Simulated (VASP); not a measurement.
# CsCl (Pm-3m) in VASP: further runs, part 2 of 2

VASP 6.6.1. The steps go on from the part before.

### Step 4. Single point, r2SCAN (volume changed by +6%)

The input, POSCAR:

```
CsCl
1.0
    4.2218862268      0.0000000000      0.0000000000
    0.0000000000      4.2218862268      0.0000000000
    0.0000000000      0.0000000000      4.2218862268
Cs Cl
1 1
Direct
    0.0000000000      0.0000000000      0.0000000000
    0.5000000000      0.5000000000      0.5000000000
```

The input, INCAR.step1:

```
  PREC = Accurate
  ENCUT = 550
  ISMEAR = 0
  SIGMA = 0.01
  LREAL = F
  LASPH = T
  NELM = 120
  NBANDS = 15
  GGA = PE
  ALGO = Normal
  EDIFF = 1E-5
  LWAVE = T
  LCHARG = F
  GGA_COMPAT = F
```

The input, INCAR.step2:

```
  PREC = Accurate
  ENCUT = 550
  EDIFF = 1E-6
  ISMEAR = 0
  SIGMA = 0.01
  LREAL = F
  LASPH = T
  NELM = 120
  ALGO = Normal
  ISIF = 2
  LWAVE = F
  LCHARG = F
  METAGGA = R2SCAN
  LMIXTAU = T
  NBANDS = 15
  ISTART = 1
  GGA_COMPAT = F
```

The input, KPOINTS:

```
Automatic mesh
0
Gamma
  6 6 6
```

Potentials or basis: VASP PAW PBE potentials, release 64 (Cs_sv, Cl).

Started as:

```
> cat potpaw_PBE.64/Cs_sv/POTCAR potpaw_PBE.64/Cl/POTCAR > POTCAR
> cp INCAR.step1 INCAR
> mpirun -np 1 vasp_std > vasp.out
> cp INCAR.step2 INCAR
> mpirun -np 1 vasp_std > vasp.out
```

OUTCAR:

```text
PREC = Accurate
   ENCUT = 550
   EDIFF = 1E-6
   ISMEAR = 0
   LREAL = F
   LASPH = T
   NELM = 120
   ISIF = 2
   METAGGA = R2SCAN
   ISTART = 1

 ion  position               nearest neighbor table
   1  0.000  0.000  0.000-
   2  0.500  0.500  0.500-

  LATTYP: Found a simple cubic cell.
 ALAT       =     4.2218862268

  Lattice vectors:

 A1 = (   4.2218862268,   0.0000000000,   0.0000000000)
 A2 = (   0.0000000000,   4.2218862268,   0.0000000000)
 A3 = (   0.0000000000,   0.0000000000,   4.2218862268)

Analysis of symmetry for initial positions (statically):
=====================================================================
 Subroutine PRICEL returns:
 Original cell was already a primitive cell.

 Routine SETGRP: Setting up the symmetry group for a
 simple cubic supercell.

 Subroutine GETGRP returns: Found 48 space group operations
[... 9 lines left out ...]

 Routine SETGRP: Setting up the symmetry group for a
 simple cubic supercell.

 Subroutine GETGRP returns: Found 48 space group operations
[... 11 lines left out ...]
                                     Primitive cell

  volume of cell :      75.2523

  direct lattice vectors                    reciprocal lattice vectors
     4.221886227  0.000000000  0.000000000     0.236860954  0.000000000  0.000000000
     0.000000000  4.221886227  0.000000000     0.000000000  0.236860954  0.000000000
     0.000000000  0.000000000  4.221886227     0.000000000  0.000000000  0.236860954

  length of vectors
     4.221886227  4.221886227  4.221886227     0.236860954  0.236860954  0.236860954

  position of ions in fractional coordinates (direct lattice)
     0.000000000  0.000000000  0.000000000
     0.500000000  0.500000000  0.500000000

  ion indices of the primitive-cell ions
   primitive index   ion index
                 1           1
                 2           2

[... 91 lines left out ...]
   METAGGA = R2SCAN    functional components
   LHFCALC =     F    Hartree Fock is set to
   AEXX    =    0.0000 exact exchange contribution
   IVDW    =     0    specifies the selected vdW correction
   LEPSILON=     F    determine dielectric tensor
   LRPA    =     F    only Hartree local field effects (RPA)
 non-spin polarized calculation
 Gauss-broadening in eV      SIGMA  =   0.01
  energy-cutoff  :      550.00
  volume of cell :       75.25
 maximum number of plane-waves:      2272
   NGX = 17   NGY = 17   NGZ = 17

 number of electron      15.9999992 magnetization

 Free energy of the ion-electron system (eV)
  ---------------------------------------------------
  ext. energy  EPLUGINS =         0.00000000
  ---------------------------------------------------
  free energy    TOTEN  =       -35.51371929 eV

  energy without entropy =      -35.51371929  energy(sigma->0) =      -35.51371929

 E-fermi :  -0.9838     XC(G=0):  -8.3328

 val. band max:       -1.0447586778   @ k =   0.0000   0.0000   0.0000
 cond. band min:       4.6705116848   @ k =   0.0000   0.0000   0.0000
 fundamental gap:      5.7152703626
 Fermi energy:        -0.9837768765

 k-point     1 :       0.0000    0.0000    0.0000
  band No.  band energies     occupation
      1     -21.0366      2.00000
      2     -13.6820      2.00000
      3      -7.1921      2.00000
      4      -7.1921      2.00000
      5      -7.1921      2.00000
      6      -1.0448      2.00000
      7      -1.0448      2.00000
      8      -1.0448      2.00000
      9       4.6705      0.00000
     10       4.9052      0.00000
     11       4.9052      0.00000
     12       9.4444      0.00000
     13       9.4444      0.00000
     14       9.4444      0.00000
[... 329 lines left out ...]
      2     -13.5386      2.00000
      3      -7.6479      2.00000
      4      -7.6479      2.00000
      5      -7.6479      2.00000
      6      -1.9793      2.00000
      7      -1.9793      2.00000
      8      -1.9793      2.00000
      9       7.8237      0.00000
     10       7.8237      0.00000
     11       7.8237      0.00000
     12       9.8459      0.00000
     13       9.8459      0.00000
     14       9.8459      0.00000
     15      11.5486      0.00000

------------------------ aborting loop because EDIFF is reached ----------------------------------------

  FORCE on cell =-STRESS in cart. coord.  units (eV):
  Direction    XX          YY          ZZ          XY          YZ          ZX
  --------------------------------------------------------------------------------------
  -------------------------------------------------------------------------------------
  Total       -0.4200082     -0.4200082     -0.4200082      0.0000000      0.0000000      0.0000000
  in kB       -8.9422897     -8.9422897     -8.9422897      0.0000000      0.0000000      0.0000000
  external PRESSURE =      -8.9422897 kB  Pullay stress =       0.0000000 kB

 VOLUME and BASIS-vectors are now :
 -----------------------------------------------------------------------------
  energy-cutoff  :      550.00
  volume of cell :       75.25
      direct lattice vectors                 reciprocal lattice vectors
     4.221886227  0.000000000  0.000000000     0.236860954  0.000000000  0.000000000
     0.000000000  4.221886227  0.000000000     0.000000000  0.236860954  0.000000000
     0.000000000  0.000000000  4.221886227     0.000000000  0.000000000  0.236860954

 POSITION                                       TOTAL-FORCE (eV/Angst)
 -----------------------------------------------------------------------------------
      0.00000      0.00000      0.00000         0.000000      0.000000      0.000000
      2.11094      2.11094      2.11094         0.000000      0.000000      0.000000
 -----------------------------------------------------------------------------------
    total drift:                                0.000000      0.000000     -0.000000

  FREE ENERGIE OF THE ION-ELECTRON SYSTEM (eV)
  ---------------------------------------------------
  free  energy   TOTEN  =       -35.5137192857 eV

  energy  without entropy=      -35.5137192857  energy(sigma->0) =      -35.51371929
```

OUTCAR.step1:

```text
PREC = Accurate
   ENCUT = 550
   ISMEAR = 0
   LREAL = F
   LASPH = T
[... 573 lines left out ...]
 -----------------------------------------------------------------------------------
      0.00000      0.00000      0.00000         0.000000      0.000000      0.000000
      2.11094      2.11094      2.11094         0.000000      0.000000      0.000000
 -----------------------------------------------------------------------------------
    total drift:                                0.000000      0.000000     -0.000000

  FREE ENERGIE OF THE ION-ELECTRON SYSTEM (eV)
  ---------------------------------------------------
  free  energy   TOTEN  =        -6.5412484069 eV

  energy  without entropy=       -6.5412484069  energy(sigma->0) =       -6.54124841
```

OSZICAR.step1:

```text
N       E                     dE             d eps       ncg     rms          rms(c)
DAV:   1     0.929989948079E+02    0.92999E+02   -0.67563E+03   600   0.943E+02
DAV:   2     0.569820162104E+00   -0.92429E+02   -0.84159E+02   906   0.162E+02
DAV:   3    -0.690642164062E+01   -0.74762E+01   -0.74428E+01   775   0.506E+01
DAV:   4    -0.698163591369E+01   -0.75214E-01   -0.75201E-01   726   0.609E+00
DAV:   5    -0.698252260408E+01   -0.88669E-03   -0.88667E-03   789   0.679E-01    0.233E+00
DAV:   6    -0.658912499219E+01    0.39340E+00   -0.45583E-01   740   0.362E+00    0.166E+00
DAV:   7    -0.654066251375E+01    0.48462E-01   -0.14407E-01   768   0.198E+00    0.110E+00
DAV:   8    -0.654125028866E+01   -0.58777E-03   -0.19052E-02   698   0.875E-01    0.231E-01
DAV:   9    -0.654099046505E+01    0.25982E-03   -0.28172E-03   768   0.277E-01    0.106E-01
DAV:  10    -0.654123989432E+01   -0.24943E-03   -0.38096E-04   684   0.140E-01    0.118E-02
DAV:  11    -0.654124840688E+01   -0.85126E-05   -0.19503E-05   758   0.297E-02
   1 F= -.65412484E+01 E0= -.65412484E+01  d E =-.233847E-16
```

It took 22 s on 1 thread of Intel Xeon 6975P-C (Granite Rapids), shared host; peak memory 0.19 GiB.

Results:

* Free energy: -35.5137 eV
* Pressure: -0.9 GPa
* Band gap on the k mesh: 5.72 eV, direct

Levels at points of the mesh, in eV from the valence-band top:
| k point | band 4 | band 5 | band 6 | band 7 | band 8 | band 9 | band 10 | band 11 | band 12 | band 13 |
| --- | --- | --- | --- | --- | --- | --- | --- | --- | --- | --- |
| (0.00, 0.00, 0.00) | -6.15 | -6.15 | 0.00 | 0.00 | 0.00 | 5.72 | 5.95 | 5.95 | 10.49 | 10.49 |
| (0.50, 0.00, 0.00) | -6.04 | -6.04 | -1.01 | -0.18 | -0.18 | 6.91 | 7.96 | 9.18 | 9.87 | 9.91 |
| (0.50, 0.50, 0.00) | -6.79 | -5.97 | -0.42 | -0.42 | -0.03 | 6.48 | 6.58 | 8.54 | 8.54 | 12.20 |
| (0.50, 0.50, 0.50) | -6.60 | -6.60 | -0.93 | -0.93 | -0.93 | 8.87 | 8.87 | 8.87 | 10.89 | 10.89 |

Caveat: the PAW data sets were made with another functional, which shifts forces and pressure a little; spin-orbit coupling is left out, which moves the levels of the heavy elements. A k mesh can miss the band edges.

### Step 5. The runs side by side

```tsv
cell	gap on the mesh (eV)	pressure (GPa)
a = 4.141 Å, 2 atoms	5.91	0.0
a = 4.182 Å, 2 atoms	5.85	-0.5
a = 4.222 Å, 2 atoms	5.72	-0.9
```

Alike in all rows: task single point; level r2SCAN; potentials or basis VASP PAW PBE potentials, release 64 (Cs_sv, Cl); no spin polarisation; k mesh 6 × 6 × 6; cutoff (eV) 550; smearing gaussian 0.01 eV.

Caveats: the PAW data sets were made with another functional, which shifts forces and pressure a little; spin-orbit coupling is left out, which moves the levels of the heavy elements.

Absolute energies hang on the potentials; compare differences alone.
